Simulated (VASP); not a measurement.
Wanted: the native input for a VASP 6.6.1 run.

```yaml
Task: single point
Functional: PBE
Potentials_or_basis: VASP PAW PBE potentials, release 64 (Si, O)
Cutoff: 520 eV
k_mesh: 6 × 6 × 8
Occupations: gaussian, width 0.05 eV
Spin: no spin polarisation
Dipole_correction: no
Further_INCAR_settings: ALGO = Normal; EDIFF = 1e-06; NBANDS = 25
```

The structure of SiO2 lies in POSCAR:

```
SiO2
1.0
    4.2676000000      0.0000000000      0.0000000000
    0.0000000000      4.2676000000      0.0000000000
    0.0000000000      0.0000000000      2.6091000000
Si O
2 4
Direct
    0.5000000000      0.5000000000      0.5000000000
    0.0000000000      0.0000000000      0.0000000000
    0.6930127928      0.6930127928      0.0000000000
    0.1930127928      0.8069872072      0.5000000000
    0.3069872072      0.3069872072      0.0000000000
    0.8069872072      0.1930127928      0.5000000000
```

These files were run (other wordings do the same):

INCAR

```
SYSTEM = SiO2
PREC     = Accurate       ! precision mode
ENCUT    = 520            ! plane-wave cutoff, eV
EDIFF    = 1E-6           ! SCF threshold, eV
ISMEAR   = 0              ! smearing method
SIGMA    = 0.05           ! smearing width, eV
LREAL    = .False.        ! projectors in reciprocal space
LASPH    = .True.         ! aspherical terms in the spheres
NELM     = 100            ! most SCF steps
ALGO     = Normal         ! electronic algorithm
ISIF     = 2              ! what is computed and relaxed
LWAVE    = .False.        ! write WAVECAR
LCHARG   = .False.        ! write CHGCAR
GGA      = PE             ! functional
NBANDS   = 25             ! bands
```

KPOINTS

```
Automatic mesh
0
Gamma
  6 6 8
  0 0 0
```

Potentials or basis: VASP PAW PBE potentials, release 64 (Si, O).

Command:

```sh
$ cat potpaw_PBE.64/Si/POTCAR potpaw_PBE.64/O/POTCAR > POTCAR
$ mpirun -np 1 vasp_std > vasp.out
```

Results of the run:

- Pressure: 7.4 GPa
- Largest force: 0.115 eV/Å
- Band gap on the k mesh: 5.44 eV, direct

Wall time 34 s on 1 thread of Intel(R) Xeon(R) Platinum 8375C CPU @ 2.90GHz (Ice Lake), on a shared host, peak memory 0.17 GiB.
